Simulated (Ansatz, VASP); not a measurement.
**InAs in VASP and in Ansatz**

```xyz
2
Lattice="0.0000 3.0536 3.0536 3.0536 0.0000 3.0536 3.0536 3.0536 0.0000" Properties=species:S:1:pos:R:3 pbc="T T T"
In    1.5268    1.5268    1.5268
As    0.0000    0.0000    0.0000
```

Alike in both runs: task single point; functional LDA; k mesh 6 × 6 × 6; occupations gaussian, width 0.1 eV; no spin polarisation.

|  | VASP | Ansatz |
| --- | --- | --- |
| version | VASP 6.6.1 | Ansatz 0.2.0 |
| potentials or method | VASP PAW LDA potentials, release 64 (In_d, As), cutoff 520 eV | scalar-relativistic, plane waves, PAW |
| valence electrons in the cell | 18 | 28 |

|  | VASP | Ansatz | Ansatz less VASP |
| --- | --- | --- | --- |
| gap on the k mesh at the Fermi level (eV) | none | none | - |
| pressure (GPa) | -2.0 | -2.1 | -0.13 |

Ansatz warns that its potentials were made for another functional, while VASP's fit it. LDA's correlation is that of Perdew and Zunger in VASP and of Perdew and Wang (1992) in Ansatz. A gap of «none» marks a metal or a gap that the smearing closes. VASP's potentials hold 18 valence electrons a cell and Ansatz's 28, so a difference there can come from the potentials and not from the codes.
